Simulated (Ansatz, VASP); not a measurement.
**MnO in VASP and in Ansatz**

```
Mn O
1.0
     0.00000    2.20500    2.20500
     2.20500    0.00000    2.20500
     2.20500    2.20500    0.00000
Mn O
1 1
Direct
  0.00000 0.00000 0.00000
  0.50000 0.50000 0.50000
```

Alike in both runs: task single point; functional LDA; k mesh 8 × 8 × 8; occupations fermi-dirac, width 0.03 eV; collinear spin; Hubbard terms Mn d U = 6.4 eV.

|  | VASP | Ansatz |
| --- | --- | --- |
| version | VASP 6.6.1 | Ansatz 0.2.0 |
| potentials or method | VASP PAW LDA potentials, release 64 (Mn_sv, O), cutoff 700 eV | PAW, plane waves, scalar-relativistic |
| valence electrons in the cell | 21 | 21 |

VASP gave:

```
pressure (GPa)                                                : -1.6
net moment per atom (μB)                                      : 2.50
size of the moment on the site where the two differ most (μB) : 4.58
```

Question: What did Ansatz give for the same quantities?

Answer: Pressure (GPa): 3.8; net moment per atom (μB): 2.50; size of the moment on the site where the two differ most (μB): 4.28.

LDA's correlation is that of Perdew and Zunger in VASP and of Perdew and Wang (1992) in Ansatz. Site moments also hang on the region over which each program counts them. The programs project onto different local orbitals, so the same U acts differently, and such runs can settle in different states.
